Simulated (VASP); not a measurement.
# Ti12H (a cell with a defect) in VASP: notebook, part 2 of 3

VASP 6.6.1.

## 3. Single point, PBE+D3(BJ)

File INCAR:

```
  ALGO = Normal
  EDIFF = 1E-6
  ENCUT = 520
  GGA = PE
  ISIF = 2
  ISMEAR = 0
  IVDW = 12
  LASPH = T
  LCHARG = F
  LREAL = F
  LWAVE = F
  NBANDS = 84
  NELM = 60
  PREC = Accurate
  SIGMA = 0.15
```

File KPOINTS:

```
k-points
0
Gamma
  3 2 4
```

File POSCAR:

```
Ti12H
1.0
    5.9000000000      0.0000000000      0.0000000000
   -4.4250000000      7.6643250000      0.0000000000
    0.0000000000      0.0000000000      4.6846000000
Ti H
12 1
Direct
   -0.0049028866     -0.0046497245      0.0089465483
    0.1547797751      0.2157592482      0.4938859241
   -0.0023122404      0.3300361089      0.0011046834
    0.1676049154      0.5546081357      0.4967753917
    0.0059170294      0.6690315194     -0.0022426675
    0.1697176000      0.8892316023      0.5030423088
    0.5023561026     -0.0011613547      0.0056781796
    0.6697954129      0.2172727540      0.4931639841
    0.4978493156      0.3310662061      0.0037253981
    0.6770784806      0.5652384261      0.4868067711
    0.4995116217      0.6669341397      0.0001479315
    0.6638247938      0.8865123804      0.5050621184
    0.5009771382      0.3350953933      0.6063187892
```

Potentials or basis: VASP PAW PBE potentials, release 64 (Ti_sv, H).

Command:

```
cat potpaw_PBE.64/Ti_sv/POTCAR potpaw_PBE.64/H/POTCAR > POTCAR
mpirun -np 1 vasp_std > vasp.out
```

OUTCAR:

```text
EDIFF = 1E-6
   ENCUT = 520
   GGA = PE
   ISIF = 2
   ISMEAR = 0
   IVDW = 12
   LASPH = T
   LREAL = F
   NELM = 60
   PREC = Accurate
 IVDW          = 12

 ion  position               nearest neighbor table
   1  0.995  0.995  0.009-   2 2.83  12 2.88   6 2.88  12 2.90  11 2.92   6 2.92
   2  0.155  0.216  0.494-  13 1.85   1 2.83   3 2.85   8 2.87   9 2.89  12 2.91   3 2.91
   3  0.998  0.330  0.001-   8 2.85   2 2.85   4 2.89   2 2.91   8 2.91
   4  0.168  0.555  0.497-  11 2.88   3 2.89   5 2.89   5 2.90  11 2.90
   5  0.006  0.669  0.998-  10 2.84   6 2.87   4 2.89   4 2.90   6 2.91
   6  0.170  0.889  0.503-   5 2.87   1 2.88   7 2.88  10 2.89   7 2.90   5 2.91   1 2.92
   7  0.502  0.999  0.006-   8 2.83  12 2.88   6 2.88  12 2.89   6 2.90
   8  0.670  0.217  0.493-  13 1.84   7 2.83   3 2.85   2 2.87   9 2.88   3 2.91  12 2.91
   9  0.498  0.331  0.004-  13 1.86   8 2.88  10 2.89   2 2.89
  10  0.677  0.565  0.487-  13 1.85  11 2.84   5 2.84  12 2.88   6 2.89   9 2.89
  11  0.500  0.667  0.000-  10 2.84  12 2.87   4 2.88  12 2.90   4 2.90   1 2.92
  12  0.664  0.887  0.505-  11 2.87   1 2.88   7 2.88  10 2.88   7 2.89  11 2.90   1 2.90   2 2.91
                             8 2.91
  13  0.501  0.335  0.606-   8 1.84   2 1.85  10 1.85   9 1.86

  LATTYP: Found a simple monoclinic cell.
 ALAT       =     5.9000000000
 B/A-ratio  =     0.7940000000
 C/A-ratio  =     1.3228756849
 COS(beta)  =    -0.1889822323

  Lattice vectors:

 A1 = (   5.9000000000,   0.0000000000,   0.0000000000)
 A2 = (   0.0000000000,   0.0000000000,   4.6846000000)
 A3 = (  -1.4750000000,  -7.6643250000,   0.0000000000)

Analysis of symmetry for initial positions (statically):
=====================================================================
 Subroutine PRICEL returns:
 Original cell was already a primitive cell.

 Routine SETGRP: Setting up the symmetry group for a
 simple monoclinic supercell.

 Subroutine GETGRP returns: Found  1 space group operations
 (whereof  1 operations were pure point group operations)
[... 179 lines left out ...]
  energy-cutoff  :      520.00
  volume of cell :      211.84
 maximum number of plane-waves:      5706
 NGX is ok and might be reduce to    48
   NGX = 21   NGY = 33   NGZ = 17

 number of electron     145.0000001 magnetization

 Free energy of the ion-electron system (eV)
  ---------------------------------------------------
  ext. energy  EPLUGINS =         0.00000000
  ---------------------------------------------------
  free energy    TOTEN  =       -97.77074618 eV

  energy without entropy =      -97.54357667  energy(sigma->0) =      -97.65716142

 E-fermi :   8.2673     XC(G=0): -11.4691

 val. band max:        8.2326831824   @ k =  -0.3333   0.5000   0.2500
 cond. band min:       8.2746770206   @ k =   0.0000   0.5000   0.0000
 fundamental gap:      0.0419938382
 Fermi energy:         8.2672784135

 k-point     1 :       0.0000    0.0000    0.0000
  band No.  band energies     occupation
      1     -48.6502      2.00000
      2     -48.5875      2.00000
      3     -48.5653      2.00000
      4     -48.5488      2.00000
      5     -48.5271      2.00000
      6     -48.5204      2.00000
[... 1207 lines left out ...]
     83       8.7288      0.00001
     84       8.7403      0.00001

------------------------ aborting loop because EDIFF is reached ----------------------------------------

 Edisp (eV)   -7.28772

 E8    (eV) :    -3.4285

  FORCE on cell =-STRESS in cart. coord.  units (eV):
  Direction    XX          YY          ZZ          XY          YZ          ZX
  --------------------------------------------------------------------------------------
  -------------------------------------------------------------------------------------
  Total      -7.98892    -8.08523    -6.82236     0.09064    -0.11635    -0.01469
  in kB     -60.42269   -61.15110   -51.59967     0.68555    -0.87998    -0.11107
  external pressure =      -57.72 kB  Pullay stress =        0.00 kB

 VOLUME and BASIS-vectors are now :
 -----------------------------------------------------------------------------
  energy-cutoff  :      520.00
  volume of cell :      211.84
      direct lattice vectors                 reciprocal lattice vectors
     5.900000000  0.000000000  0.000000000     0.169491525  0.097855976  0.000000000
    -4.425000000  7.664325000  0.000000000     0.000000000  0.130474634  0.000000000
     0.000000000  0.000000000  4.684600000     0.000000000  0.000000000  0.213465397

 POSITION                                       TOTAL-FORCE (eV/Angst)
 -----------------------------------------------------------------------------------
      1.46665      7.62869      0.04191        -0.001821     -0.003179      0.001614
     -0.04153      1.65365      2.31366        -0.015659      0.007208     -0.000467
      4.42595      2.52950      0.00517        -0.001548      0.007572     -0.001465
     -1.46527      4.25070      2.32719         0.003457     -0.000727      0.001560
     -2.92555      5.12767      4.67409        -0.001868     -0.003692      0.002654
     -2.93352      6.81536      2.35655        -0.002060     -0.011425     -0.000801
     -1.45596      7.65542      0.02660         0.002645     -0.009961     -0.006609
      2.99036      1.66525      2.31028         0.020868     -0.006325     -0.003008
      1.47234      2.53740      0.01745        -0.003324      0.012006      0.013109
      1.49358      4.33217      2.28049        -0.001922      0.010222     -0.005828
     -0.00407      5.11160      0.00069        -0.000887     -0.001632     -0.000854
     -0.00625      6.79452      2.36601         0.001928     -0.003895     -0.000270
      1.47297      2.56828      2.84036         0.000191      0.003828      0.000366
 -----------------------------------------------------------------------------------
    total drift:                                0.000638     -0.000291      0.000166

  FREE ENERGIE OF THE ION-ELECTRON SYSTEM (eV)
  ---------------------------------------------------
  free  energy   TOTEN  =      -105.0584612857 eV

  energy  without entropy=     -104.8312917738  energy(sigma->0) =     -104.94487653
```

OSZICAR:

```text
N       E                     dE             d eps       ncg     rms          rms(c)
DAV:   1     0.217058352003E+04    0.21706E+04   -0.71425E+04  2352   0.215E+03
DAV:   2     0.211050159286E+03   -0.19595E+04   -0.19309E+04  2352   0.688E+02
DAV:   3    -0.558651538429E+02   -0.26692E+03   -0.25478E+03  3464   0.217E+02
[... 12 lines left out ...]
DAV:  16    -0.977707715631E+02   -0.18246E-04   -0.44076E-04  3600   0.154E-01    0.347E-02
DAV:  17    -0.977707551871E+02    0.16376E-04   -0.14063E-04  3064   0.103E-01    0.125E-02
DAV:  18    -0.977707501849E+02    0.50022E-05   -0.27164E-05  3160   0.381E-02    0.107E-02
DAV:  19    -0.977707465839E+02    0.36009E-05   -0.10843E-05  2920   0.294E-02    0.585E-03
DAV:  20    -0.977707461772E+02    0.40679E-06   -0.22033E-06  1712   0.141E-02
   1 F= -.10505846E+03 E0= -.10494488E+03  d E =-.227170E+00
```

Wall time 4.9 min (1 thread of Intel Xeon Platinum 8488C (Sapphire Rapids), shared host); peak memory 0.42 GiB.

Results:

| Item | Value |
| --- | --- |
| Free energy | -105.0585 eV |
| Pressure | -5.8 GPa |
| Largest force | 0.022 eV/Å |
| Dispersion energy per atom | -0.561 eV |

Forces in eV/Å, atoms in the order of the input:
```
Ti  -0.002 -0.003  0.002
Ti  -0.016  0.007  0.000
Ti  -0.002  0.008 -0.001
Ti   0.003 -0.001  0.002
Ti  -0.002 -0.004  0.003
Ti  -0.002 -0.011 -0.001
Ti   0.003 -0.010 -0.007
Ti   0.021 -0.006 -0.003
Ti  -0.003  0.012  0.013
Ti  -0.002  0.010 -0.006
Ti  -0.001 -0.002 -0.001
Ti   0.002 -0.004  0.000
H    0.000  0.004  0.000
```

Stress tensor (GPa, compression positive):
```
-6.04  0.07 -0.01
 0.07 -6.12 -0.09
-0.01 -0.09 -5.16
```

Levels at points of the mesh, in eV from the Fermi level:
| k point | band 68 | band 69 | band 70 | band 71 | band 72 | band 73 | band 74 | band 75 | band 76 | band 77 |
| --- | --- | --- | --- | --- | --- | --- | --- | --- | --- | --- |
| (0.00, 0.00, 0.00) | -0.79 | -0.70 | -0.60 | 0.11 | 0.19 | 0.37 | 0.44 | 0.53 | 0.57 | 0.60 |
| (0.00, 0.50, 0.00) | -0.69 | -0.46 | -0.35 | -0.14 | 0.01 | 0.13 | 0.23 | 0.42 | 0.42 | 0.47 |
| (0.00, 0.00, 0.50) | -0.64 | -0.63 | -0.62 | -0.18 | -0.05 | 0.07 | 0.09 | 0.09 | 0.14 | 0.32 |
| (0.00, 0.50, 0.50) | -0.63 | -0.45 | -0.40 | -0.35 | -0.33 | -0.04 | 0.06 | 0.09 | 0.11 | 0.31 |

Caveat: the k points lie up to 0.41 Å⁻¹ apart.

## 4. Single point, PBE+D3(BJ)

File INCAR:

```
ALGO     = Normal         # electronic algorithm
EDIFF    = 1E-6           # SCF threshold, eV
ENCUT    = 520            # plane-wave cutoff, eV
GGA      = PE             # functional
ISIF     = 2              # what is computed and relaxed
ISMEAR   = 0              # smearing method
IVDW     = 12             # dispersion correction
LASPH    = T              # aspherical terms in the spheres
LCHARG   = F              # write CHGCAR
LREAL    = F              # projectors in reciprocal space
LWAVE    = F              # write WAVECAR
NBANDS   = 84             # bands
NELM     = 80             # most SCF steps
PREC     = Accurate       # precision mode
SIGMA    = 0.15           # smearing width, eV
```

KPOINTS is that of step 3.

File POSCAR:

```
Ti12H
1.0
    5.9000000000      0.0000000000      0.0000000000
   -4.4250000000      7.6643250000      0.0000000000
    0.0000000000      0.0000000000      4.6846000000
Ti H
12 1
Direct
   -0.0059038540     -0.0056410708      0.0046488494
    0.1467984341      0.2124498896      0.4953449601
   -0.0047565983      0.3295954960      0.0012711864
    0.1688929605      0.5527770547      0.5022877087
    0.0074927368      0.6690022931      0.0013463263
    0.1729478143      0.8908395717      0.5031691073
    0.5028902773      0.0000297482      0.0028444264
    0.6708175521      0.2156182051      0.4949869786
    0.4960702636      0.3324925548     -0.0077547710
    0.6843346852      0.5712857949      0.4940438885
    0.5000561742      0.6664683452      0.0020970841
    0.6608717618      0.8852305976      0.5030077274
    0.4994953881      0.3364291050      0.5548648764
```

Potentials or basis: VASP PAW PBE potentials, release 64 (Ti_sv, H).

Command:

```
cat potpaw_PBE.64/Ti_sv/POTCAR potpaw_PBE.64/H/POTCAR > POTCAR
mpirun -np 1 vasp_std > vasp.out
```

OUTCAR:

```text
EDIFF = 1E-6
   ENCUT = 520
   GGA = PE
   ISIF = 2
   ISMEAR = 0
   IVDW = 12
   LASPH = T
   LREAL = F
   NELM = 80
   PREC = Accurate
 IVDW          = 12

 ion  position               nearest neighbor table
   1  0.994  0.994  0.005-   2 2.84  12 2.89   6 2.89  12 2.90   6 2.90  11 2.91   2 2.91   5 2.92

   2  0.147  0.212  0.495-  13 1.82   8 2.82   1 2.84   3 2.86  12 2.88   3 2.90   1 2.91
   3  0.995  0.330  0.001-   8 2.85   2 2.86   8 2.89   4 2.90   2 2.90   4 2.90   7 2.91
   4  0.169  0.553  0.502-  11 2.89  11 2.89   3 2.90   5 2.90   3 2.90   5 2.91
   5  0.007  0.669  0.001-  10 2.84   6 2.89  10 2.90   4 2.90   6 2.90   4 2.91  11 2.92   1 2.92

   6  0.173  0.891  0.503-  10 2.86   7 2.88   7 2.89   5 2.89   1 2.89   5 2.90  12 2.90   1 2.90
                             8 2.91
   7  0.503  0.000  0.003-   8 2.84   6 2.88  12 2.89   6 2.89  12 2.89   8 2.90   3 2.91
   8  0.671  0.216  0.495-  13 1.82   2 2.82   7 2.84   3 2.85   3 2.89  12 2.90   7 2.90   6 2.91

   9  0.496  0.332  0.992-
  10  0.684  0.571  0.494-  13 1.82   5 2.84  11 2.85  12 2.85   6 2.86   5 2.90  11 2.91
[... 1449 lines left out ...]

 Edisp (eV)   -7.28776

 E8    (eV) :    -3.4286

  FORCE on cell =-STRESS in cart. coord.  units (eV):
  Direction    XX          YY          ZZ          XY          YZ          ZX
  --------------------------------------------------------------------------------------
  -------------------------------------------------------------------------------------
  Total      -7.34199    -7.45290    -8.27319     0.32114    -0.02569     0.00558
  in kB     -55.52975   -56.36864   -62.57272     2.42886    -0.19429     0.04218
  external pressure =      -58.16 kB  Pullay stress =        0.00 kB

 VOLUME and BASIS-vectors are now :
 -----------------------------------------------------------------------------
  energy-cutoff  :      520.00
  volume of cell :      211.84
      direct lattice vectors                 reciprocal lattice vectors
     5.900000000  0.000000000  0.000000000     0.169491525  0.097855976  0.000000000
    -4.425000000  7.664325000  0.000000000     0.000000000  0.130474634  0.000000000
     0.000000000  0.000000000  4.684600000     0.000000000  0.000000000  0.213465397

 POSITION                                       TOTAL-FORCE (eV/Angst)
 -----------------------------------------------------------------------------------
      1.46513      7.62109      0.02178         0.000972      0.001376      0.007371
     -0.07398      1.62829      2.32049        -0.003050      0.008911     -0.064977
      4.41348      2.52613      0.00595         0.000469      0.001274     -0.017087
     -1.44957      4.23666      2.35302        -0.002638      0.006699     -0.003132
     -2.91613      5.12745      0.00631         0.003128      0.004092     -0.013184
     -2.92157      6.82768      2.35715        -0.004063     -0.003086     -0.002828
      2.96692      0.00023      0.01332         0.001917     -0.003938     -0.009682
      3.00371      1.65257      2.31882        -0.002056      0.004683     -0.062636
      1.45554      2.54833      4.64827         0.002291     -0.003003     -0.080670
      1.50964      4.37852      2.31440        -0.006027     -0.004463     -0.065757
      0.00121      5.10803      0.00982        -0.000713      0.000016     -0.015043
     -0.01800      6.78469      2.35639         0.000253     -0.001163     -0.009605
      1.45832      2.57850      2.59932         0.009517     -0.011398      0.337229
 -----------------------------------------------------------------------------------
    total drift:                               -0.000189      0.000347      0.000367

  FREE ENERGIE OF THE ION-ELECTRON SYSTEM (eV)
  ---------------------------------------------------
  free  energy   TOTEN  =      -105.0042567715 eV

  energy  without entropy=     -104.7702070606  energy(sigma->0) =     -104.88723192
```

stdout:

```text
POSCAR found type information on POSCAR TiH
 POSCAR found :  2 types and      13 ions
 scaLAPACK will be used
 LDA part: xc-table for (Slater+PW92), standard interpolation
 -----------------------------------------------------------------------------
|                                                                             |
|           W    W    AA    RRRRR   N    N  II  N    N   GGGG   !!!           |
|           W    W   A  A   R    R  NN   N  II  NN   N  G    G  !!!           |
|           W    W  A    A  R    R  N N  N  II  N N  N  G       !!!           |
|           W WW W  AAAAAA  RRRRR   N  N N  II  N  N N  G  GGG   !            |
|           WW  WW  A    A  R   R   N   NN  II  N   NN  G    G                |
|           W    W  A    A  R    R  N    N  II  N    N   GGGG   !!!           |
|                                                                             |
|     Your reciprocal lattice and k-lattice belong to different lattice       |
|     classes:                                                                |
|                                                                             |
|        The reciprocal lattice is simple monoclinic,                         |
|        whereas your k-lattice is hexagonal.                                 |
|                                                                             |
|     Results are often still useful ...                                      |
|                                                                             |
 -----------------------------------------------------------------------------

 POSCAR, INCAR and KPOINTS ok, starting setup
 FFT: planning ... GRIDC
 FFT: planning ... GRID_SOFT
 FFT: planning ... GRID
 WAVECAR not read
 entering main loop
```

Run time: 7.3 min. Hardware: 1 thread of Intel Xeon Platinum 8488C (Sapphire Rapids), shared host; peak memory 0.42 GiB.

What came out:

| Property | Result |
| --- | --- |
| Free energy | -105.0043 eV |
| Pressure | -5.8 GPa |
| Largest force | 0.338 eV/Å |
| Dispersion energy per atom | -0.561 eV |

Forces in eV/Å, atoms in the order of the input:
```
Ti   0.001  0.001  0.007
Ti  -0.003  0.009 -0.065
Ti   0.000  0.001 -0.017
Ti  -0.003  0.007 -0.003
Ti   0.003  0.004 -0.013
Ti  -0.004 -0.003 -0.003
Ti   0.002 -0.004 -0.010
Ti  -0.002  0.005 -0.063
Ti   0.002 -0.003 -0.081
Ti  -0.006 -0.004 -0.066
Ti  -0.001  0.000 -0.015
Ti   0.000 -0.001 -0.010
H    0.010 -0.011  0.337
```

Stress tensor (GPa, compression positive):
```
-5.55  0.24  0.00
 0.24 -5.64 -0.02
 0.00 -0.02 -6.26
```

Levels at points of the mesh, in eV from the Fermi level:
```tsv
k point	band 68	band 69	band 70	band 71	band 72	band 73	band 74	band 75	band 76	band 77
(0.00, 0.00, 0.00)	-0.80	-0.70	-0.58	0.11	0.25	0.43	0.44	0.51	0.55	0.58
(0.00, 0.50, 0.00)	-0.68	-0.43	-0.34	-0.17	0.01	0.13	0.24	0.39	0.40	0.53
(0.00, 0.00, 0.50)	-0.64	-0.63	-0.63	-0.10	-0.03	0.05	0.07	0.08	0.11	0.24
(0.00, 0.50, 0.50)	-0.62	-0.41	-0.38	-0.36	-0.35	-0.04	0.03	0.10	0.10	0.25
```

Caveat: the k points lie up to 0.41 Å⁻¹ apart.

(Part 2 of 3 ends here.)
